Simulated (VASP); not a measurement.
LiF, 2 atoms in the cell. The structure is cubic, space group Pm-3m (No. 221). Conventional cell: a = 2.432 Å, b = 2.432 Å, c = 2.432 Å, α = 90.00°, β = 90.00°, γ = 90.00°. Li (site symmetry m-3m) has 8 F at 2.11 Å and 6 Li at 2.43 Å within 2.8 Å. Within 2.8 Å of F (site symmetry m-3m) lie 8 Li at 2.11 Å and 6 F at 2.43 Å.  This cell differs from its parent crystal: strain -0.050 along x and y, -0.050 along z.

| Quantity | Value |
| --- | --- |
| Program | VASP 6.6.1 |
| Task | single point |
| Functional | LDA |
| Potentials or basis | VASP PAW LDA potentials, release 64 (Li_sv, F) |
| Cutoff | 520 eV |
| k mesh | 10 × 10 × 10 |
| Occupations | gaussian, width 0.05 eV |
| Spin | no spin polarisation |
| Dipole correction | no |
| Further INCAR settings | ALGO = Normal; EDIFF = 1e-06; NBANDS = 12 |

Potentials or basis: VASP PAW LDA potentials, release 64 (Li_sv, F).

Launch:

```sh
$ cat potpaw_LDA.64/Li_sv/POTCAR potpaw_LDA.64/F/POTCAR > POTCAR
$ mpirun -np 1 vasp_std > vasp.out
```

Hardware: 1 thread of Intel Xeon 8259CL, on a shared host.

Question: Estimate the wall time of this run.

Answer: It took 6.1 s on 1 thread of Intel Xeon 8259CL, with other jobs on the host, peak memory 0.11 GiB. Counts: scf iterations 11, k points 56.
